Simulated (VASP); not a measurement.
## Al4Ru5: relaxation of the atoms with PBEsol

Al4Ru5, a slab with vacuum:

```
Ru Al
1.0
     2.99160    0.00000    0.00000
     0.00000    2.99160    0.00000
     0.00000    0.00000   31.96640
Ru Al
5 4
Direct
  0.50000 0.50000 0.31283
  0.50000 0.50000 0.40641
  0.50000 0.50000 0.50000
  0.50000 0.50000 0.59359
  0.50000 0.50000 0.68717
  0.00000 0.00000 0.35962
  0.00000 0.00000 0.45321
  0.00000 0.00000 0.54679
  0.00000 0.00000 0.64038
```

```json
{
  "Program": "VASP 6.6.1",
  "Task": "relaxation of the atoms",
  "Functional": "PBEsol",
  "Potentials or basis": "VASP PAW PBE potentials, release 64 (Ru_pv, Al)",
  "Cutoff": "520 eV",
  "k mesh": "9 × 9 × 1",
  "Occupations": "gaussian, width 0.1 eV",
  "Spin": "no spin polarisation",
  "Dipole correction": "yes",
  "Atoms held fixed (from 0)": "[0, 1, 5, 6]",
  "Further INCAR settings": "ALGO = Normal; EDIFF = 1e-06; IBRION = 2; EDIFFG = -0.04; NSW = 60"
}
```

The energy gained by relaxing is 9.2 meV/atom, the ionic steps are 11 and the band gap on the k mesh is zero (bands 41 and 42 overlap by 1.90 eV).

Step by step:
```tsv
step	energy change (eV)	largest force on free atoms (eV/Å)	pressure (GPa)
1	0.0000	0.8464	-4.27
2	-0.0365	0.5326	-4.01
3	-0.0512	0.2017	-3.69
4	-0.0558	0.1840	-3.61
5	-0.0642	0.1755	-3.35
6	-0.0548	0.5976	-2.80
7	-0.0653	0.2677	-3.23
8	-0.0696	0.2094	-3.17
9	-0.0750	0.2875	-2.96
10	-0.0790	0.2154	-2.89
11	-0.0832	0.0243	-2.66
```

Final structure:
```cif
data_structure
_symmetry_space_group_name_H-M 'P 1'
_symmetry_Int_Tables_number 1
_cell_length_a 2.9916
_cell_length_b 2.9916
_cell_length_c 31.9664
_cell_angle_alpha 90.000
_cell_angle_beta 90.000
_cell_angle_gamma 90.000
_cell_volume 286.09
loop_
_atom_site_label
_atom_site_type_symbol
_atom_site_fract_x
_atom_site_fract_y
_atom_site_fract_z
_atom_site_occupancy
Ru1 Ru 0.50000 0.50000 0.31283 1
Ru2 Ru 0.50000 0.50000 0.40641 1
Ru3 Ru 0.50000 0.50000 0.49867 1
Ru4 Ru 0.50000 0.50000 0.59096 1
Ru5 Ru 0.50000 0.50000 0.67968 1
Al1 Al 0.00000 0.00000 0.35962 1
Al2 Al 0.00000 0.00000 0.45321 1
Al3 Al 0.00000 0.00000 0.54391 1
Al4 Al 0.00000 0.00000 0.63637 1
```

Levels at points of the mesh, in eV from the Fermi level:
```tsv
k point	band 37	band 38	band 39	band 40	band 41	band 42	band 43	band 44	band 45	band 46
(0.00, 0.00, 0.00)	-0.01	-0.01	0.01	0.14	0.24	0.24	0.24	0.36	0.59	0.65
```

Run time: 15 min on 4 MPI ranks on Intel(R) Xeon(R) Platinum 8375C CPU @ 2.90GHz (Ice Lake) (shared host), peak memory 0.48 GiB a rank.

Caveat: the PAW data sets were made with another functional, which shifts forces and pressure a little.
